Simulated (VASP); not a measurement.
**HfN: single point with PBEsol**

The system is HfN.

```xyz
2
Lattice="3.1757 0.0000 0.0000 1.5878 2.7502 0.0000 1.5878 0.9167 2.5929" Properties=species:S:1:pos:R:3 pbc="T T T"
Hf    0.0000    0.0000    0.0000
N     3.1757    1.8335    1.2965
```

```
Program                : VASP 6.6.1
Task                   : single point
Functional             : PBEsol
Potentials or basis    : VASP PAW PBE potentials, release 64 (Hf_pv, N)
Cutoff                 : 520 eV
k mesh                 : 10 × 10 × 10
Occupations            : methfessel-paxton, width 0.1 eV
Spin                   : no spin polarisation
Dipole correction      : no
Further INCAR settings : ALGO = Normal; EDIFF = 1e-06; NBANDS = 14
```

```yaml
Pressure: -0.2 GPa
```

Levels at points of the mesh, in eV from the Fermi level:
```tsv
k point	band 6	band 7	band 8	band 9	band 10	band 11
(0.00, 0.00, 0.00)	-3.04	-3.04	-0.41	-0.41	-0.41	1.95
(0.50, 0.00, 0.00)	-6.30	-6.30	3.35	3.78	3.78	4.47
(0.50, 0.50, 0.00)	-3.95	-3.70	-3.70	4.16	5.67	5.67
```

Wall time 7.3 s on 1 thread of Intel(R) Xeon(R) Platinum 8559C (Emerald Rapids) (shared host), peak memory 0.14 GiB.

Caveat: the PAW data sets were made with another functional, which shifts forces and pressure a little; spin-orbit coupling is left out, which moves the levels of the heavy elements.
